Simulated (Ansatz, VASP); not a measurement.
One calculation of WC, two programs

INCAR

```
SYSTEM = WC
  PREC = Accurate
  ENCUT = 600
  EDIFF = 1E-6
  ISMEAR = 1
  SIGMA = 0.1
  LREAL = .FALSE.
  LASPH = .TRUE.
  NELM = 120
  ALGO = Normal
  ISIF = 2
  LWAVE = .FALSE.
  LCHARG = .TRUE.
  GGA = PE
  LELF = .TRUE.
  LVHAR = .TRUE.
  NBANDS = 16
  GGA_COMPAT = .FALSE.
```

Contents of KPOINTS:

```
regular mesh
0
G
  13 13 12
  0 0 0
```

The input POSCAR:

```
WC
1.0
    2.9065000000      0.0000000000      0.0000000000
   -1.4532500000      2.5171028361      0.0000000000
    0.0000000000      0.0000000000      2.8366000000
W C
1 1
Direct
    0.0000000000      0.0000000000      0.0000000000
    0.6666666667      0.3333333333      0.5000000000
```

Input for Ansatz:

```yaml
crystal:
  lattice:
    a: 2.9065
    b: 2.9065
    c: 2.8366
    alpha: 90.0
    beta: 90.0
    gamma: 120.0
  space_group: 187
  atoms:
    - { symbol: W, position: [0.0, 0.0, 0.0] }
    - { symbol: C, position: [0.6666666666666666, 0.3333333333333333, 0.5] }
basis:
  ecutwfc: 450.0
kpoints:
  mp_grid:
    grid: [13, 13, 12]
hamiltonian:
  xc: pbe
scf:
  occupations:
    method: methfessel_paxton
    width: 0.1
output:
  stress: true
```

Alike in both runs: task single point; functional PBE; k mesh 13 × 13 × 12; occupations methfessel-paxton of order 1, width 0.1 eV; no spin polarisation.

|  | VASP | Ansatz |
| --- | --- | --- |
| version | VASP 6.6.1 | Ansatz 0.2.0 |
| potentials or method | VASP PAW PBE potentials, release 64 (W_sv, C), cutoff 600 eV | plane waves, PAW |
| valence electrons in the cell | 18 | 18 |

```csv
,VASP,Ansatz,Ansatz less VASP
pressure (GPa),6.5,5.5,-1.07
"traceless stress, the component that is largest in VASP (GPa)",-0.42,-0.63,-0.219
```

Neither program's run includes spin-orbit coupling.
